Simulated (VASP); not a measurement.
# Al (I4/mmm) in VASP: notebook, part 2 of 2

VASP 6.6.1. The steps go on from the part before.

### 4 Single point, r2SCAN (biaxial strain in the a-b plane: +4.5 %, then relaxed in part)

POSCAR

```
Al
1.0
    2.0861749703      2.0861749703      0.0000000000
   -2.0861749703      2.0861749703      0.0000000000
    0.0000000000      0.0000000000      3.8331349151
Al
2
Direct
    0.0000000000      0.0000000000      0.0000000000
    0.5000000000      0.5000000000      0.5000000000
```

INCAR.step1

```
SYSTEM = Al
PREC     = Accurate       ! precision mode
ENCUT    = 520            ! plane-wave cutoff, eV
ISMEAR   = 0              ! smearing method
SIGMA    = 0.1            ! smearing width, eV
LREAL    = .False.        ! projectors in reciprocal space
LASPH    = .True.         ! aspherical terms in the spheres
NELM     = 100            ! most SCF steps
NBANDS   = 10             ! bands
GGA      = PE             ! functional
ALGO     = Normal         ! electronic algorithm
EDIFF    = 1E-4           ! SCF threshold, eV
LWAVE    = .True.         ! write WAVECAR
LCHARG   = .False.        ! write CHGCAR
```

INCAR.step2

```
SYSTEM = Al
PREC     = Accurate       ! precision mode
ENCUT    = 520            ! plane-wave cutoff, eV
EDIFF    = 1E-7           ! SCF threshold, eV
ISMEAR   = 0              ! smearing method
SIGMA    = 0.1            ! smearing width, eV
LREAL    = .False.        ! projectors in reciprocal space
LASPH    = .True.         ! aspherical terms in the spheres
NELM     = 100            ! most SCF steps
ALGO     = Normal         ! electronic algorithm
ISIF     = 2              ! what is computed and relaxed
LWAVE    = .False.        ! write WAVECAR
LCHARG   = .False.        ! write CHGCAR
METAGGA  = R2SCAN         ! meta-GGA
LMIXTAU  = .True.       
NBANDS   = 10             ! bands
ISTART   = 1
```

KPOINTS

```
regular mesh
0
Gamma
  18 18 14
  0 0 0
```

Potentials or basis: VASP PAW PBE potentials, release 64 (Al).

Command:

```console
> cat potpaw_PBE.64/Al/POTCAR > POTCAR
> cp INCAR.step1 INCAR
> mpirun -np 1 vasp_std > vasp.out
> cp INCAR.step2 INCAR
> mpirun -np 1 vasp_std > vasp.out
```

OUTCAR:

```text
SYSTEM = Al
   PREC = Accurate
   ENCUT = 520
   EDIFF = 1E-7
   ISMEAR = 0
   LREAL = .False.
   LASPH = .True.
   NELM = 100
   ISIF = 2
   METAGGA = R2SCAN
   ISTART = 1

 ion  position               nearest neighbor table
   1  0.000  0.000  0.000-   2 2.83   2 2.83   2 2.83   2 2.83   2 2.83   2 2.83   2 2.83   2 2.83

   2  0.500  0.500  0.500-   1 2.83   1 2.83   1 2.83   1 2.83   1 2.83   1 2.83   1 2.83   1 2.83

  LATTYP: Found a simple tetragonal cell.
 ALAT       =     2.9502969365
 C/A-ratio  =     1.2992369913

  Lattice vectors:
[... 522 lines left out ...]

  FORCE on cell =-STRESS in cart. coord.  units (eV):
  Direction    XX          YY          ZZ          XY          YZ          ZX
  --------------------------------------------------------------------------------------
  -------------------------------------------------------------------------------------
  Total       -1.1122352     -1.1122352     -0.0603669      0.0000000      0.0000000     -0.0000000
  in kB      -53.4098864    -53.4098864     -2.8988362      0.0000000      0.0000000     -0.0000000
  external PRESSURE =     -36.5728697 kB  Pullay stress =       0.0000000 kB

 VOLUME and BASIS-vectors are now :
 -----------------------------------------------------------------------------
  energy-cutoff  :      520.00
  volume of cell :       33.36
      direct lattice vectors                 reciprocal lattice vectors
     2.086174970  2.086174970  0.000000000     0.239673089  0.239673089  0.000000000
    -2.086174970  2.086174970  0.000000000    -0.239673089  0.239673089  0.000000000
     0.000000000  0.000000000  3.833134915     0.000000000  0.000000000  0.260883069

 POSITION                                       TOTAL-FORCE (eV/Angst)
 -----------------------------------------------------------------------------------
      0.00000      0.00000      0.00000         0.000000     -0.000000     -0.000000
      0.00000      2.08617      1.91657        -0.000000      0.000000      0.000000
 -----------------------------------------------------------------------------------
    total drift:                               -0.000000      0.000000     -0.000000

  FREE ENERGIE OF THE ION-ELECTRON SYSTEM (eV)
  ---------------------------------------------------
  free  energy   TOTEN  =       -13.4301560895 eV

  energy  without entropy=      -13.4271585032  energy(sigma->0) =      -13.42865730
```

OSZICAR.step1:

```text
N       E                     dE             d eps       ncg     rms          rms(c)
DAV:   1    -0.459402680621E+00   -0.45940E+00   -0.21575E+03  8824   0.440E+02
DAV:   2    -0.736134270451E+01   -0.69019E+01   -0.66215E+01 11504   0.546E+01
DAV:   3    -0.751662589118E+01   -0.15528E+00   -0.15418E+00 11624   0.637E+00
DAV:   4    -0.751735989117E+01   -0.73400E-03   -0.73393E-03 10420   0.485E-01
DAV:   5    -0.751736653332E+01   -0.66421E-05   -0.66421E-05 10550   0.454E-02    0.180E+00
DAV:   6    -0.749178591623E+01    0.25581E-01   -0.33129E-03  9926   0.314E-01    0.105E+00
DAV:   7    -0.747327729727E+01    0.18509E-01   -0.94794E-03  9380   0.497E-01    0.183E-01
DAV:   8    -0.747323270384E+01    0.44593E-04   -0.63851E-05  9490   0.548E-02
   1 F= -.74732327E+01 E0= -.74716648E+01  d E =-.313587E-02
```

It took 3.1 min on 1 thread of Intel Xeon Platinum 8375C at 2.90GHz (Ice Lake), shared host; peak memory 0.24 GiB.

Results:

| Property | Result |
| --- | --- |
| Free energy | -13.4302 eV |
| Pressure | -3.7 GPa |
| Band gap on the k mesh | zero (bands 3 and 4 overlap by 11.66 eV) |

Stress tensor (GPa, compression positive):
```
-5.34  0.00  0.00
 0.00 -5.34  0.00
 0.00  0.00 -0.29
```

Levels at points of the mesh, in eV from the Fermi level:
```csv
k point,band 1,band 2,band 3,band 4,band 5,band 6
"(0.00, 0.00, 0.00)",-11.77,-2.18,-0.43,4.79,4.88,4.88
"(0.50, 0.00, 0.00)",-7.31,-7.31,1.95,1.95,3.98,3.98
"(0.50, 0.50, 0.00)",-3.56,-3.56,-2.24,-2.24,5.91,5.91
"(0.00, 0.00, 0.50)",-9.11,-9.11,7.17,7.17,7.17,7.17
"(0.50, 0.00, 0.50)",-4.94,-4.94,-4.49,-4.49,11.06,11.06
"(0.50, 0.50, 0.50)",-1.09,-1.09,-1.09,-1.09,-0.28,-0.28
```

Caveat: the cell differs from its parent crystal (biaxial strain in the a-b plane: +4.5 %, then relaxed in part); the stress differs along the axes, from -5 to -0 GPa; the PAW data sets were made with another functional, which shifts forces and pressure a little.

### 5 Single point, r2SCAN (biaxial strain in the a-b plane: +4.5 %)

Edit POSCAR of step 4 so:

```diff
@@ -4,3 +4,3 @@
    -2.0861749703      2.0861749703      0.0000000000
-    0.0000000000      0.0000000000      3.8331349151
+    0.0000000000      0.0000000000      3.8848770260
 Al
```

INCAR.step1

```
SYSTEM = Al
ALGO = Normal
EDIFF = 1E-4
ENCUT = 520
GGA = PE
ISMEAR = 0
LASPH = .TRUE.
LCHARG = .FALSE.
LREAL = .FALSE.
LWAVE = .TRUE.
NBANDS = 10
NELM = 60
PREC = Accurate
SIGMA = 0.1
```

INCAR.step2

```
SYSTEM = Al
ALGO = Normal
EDIFF = 1E-6
ENCUT = 520
ISIF = 2
ISMEAR = 0
ISTART = 1
LASPH = .TRUE.
LCHARG = .FALSE.
LMIXTAU = .TRUE.
LREAL = .FALSE.
LWAVE = .FALSE.
METAGGA = R2SCAN
NBANDS = 10
NELM = 60
PREC = Accurate
SIGMA = 0.1
```

KPOINTS

```
k-points
0
G
  18 18 14
  0 0 0
```

Command:

```console
> cat potpaw_PBE.64/Al/POTCAR > POTCAR
> cp INCAR.step1 INCAR
> mpirun -np 1 vasp_std > vasp.out
> cp INCAR.step2 INCAR
> mpirun -np 1 vasp_std > vasp.out
```

Wall time 3.6 min (1 thread of Intel Xeon Platinum 8375C at 2.90GHz (Ice Lake), shared host); peak memory 0.24 GiB.

It converged, with:

```yaml
Free_energy: -13.4261 eV
Pressure: -4.7 GPa
Band_gap_on_the_k_mesh: zero (bands 3 and 4 overlap by 11.70 eV)
```

Stress tensor (GPa, compression positive):
```
-5.84  0.00  0.00
 0.00 -5.84  0.00
 0.00  0.00 -2.54
```

Levels at points of the mesh, in eV from the Fermi level:
| k point | band 1 | band 2 | band 3 | band 4 | band 5 | band 6 | band 7 |
| --- | --- | --- | --- | --- | --- | --- | --- |
| (0.00, 0.00, 0.00) | -11.67 | -2.32 | -0.62 | 4.89 | 4.98 | 4.98 | 8.75 |
| (0.50, 0.00, 0.00) | -7.21 | -7.21 | 1.82 | 1.82 | 3.77 | 3.77 | 8.90 |
| (0.50, 0.50, 0.00) | -3.46 | -3.46 | -2.14 | -2.14 | 5.82 | 5.82 | 6.15 |
| (0.00, 0.00, 0.50) | -9.09 | -9.09 | 7.22 | 7.22 | 7.22 | 7.22 | 7.48 |
| (0.50, 0.00, 0.50) | -4.89 | -4.89 | -4.48 | -4.48 | 11.15 | 11.15 | 11.17 |
| (0.50, 0.50, 0.50) | -1.05 | -1.05 | -1.05 | -1.05 | -0.20 | -0.20 | 1.10 |

Caveat: the cell differs from its parent crystal (biaxial strain in the a-b plane: +4.5 %); the cell stands under tension; the PAW data sets were made with another functional, which shifts forces and pressure a little.

### 6 Summary

| cell | gap on the mesh (eV) | pressure (GPa) |
| --- | --- | --- |
| a = 2.908, b = 2.908, c = 3.861 Å, 2 atoms | none | -2.1 |
| a = 2.908, b = 2.908, c = 3.921 Å, 2 atoms | none | -3.5 |
| a = 2.950, b = 2.950, c = 3.833 Å, 2 atoms | none | -3.7 |
| a = 2.950, b = 2.950, c = 3.885 Å, 2 atoms | none | -4.7 |

Alike in all rows: task single point; level r2SCAN; potentials or basis VASP PAW PBE potentials, release 64 (Al); no spin polarisation; k mesh 18 × 18 × 14; cutoff (eV) 520; smearing gaussian 0.1 eV.

Caveats: the PAW data sets were made with another functional, which shifts forces and pressure a little; the cell stands under tension (at least some runs); the stress differs along the axes, from -5 to -0 GPa (at least some runs).

Total energies depend on the potentials used, so only differences within one code and one set of settings carry meaning.
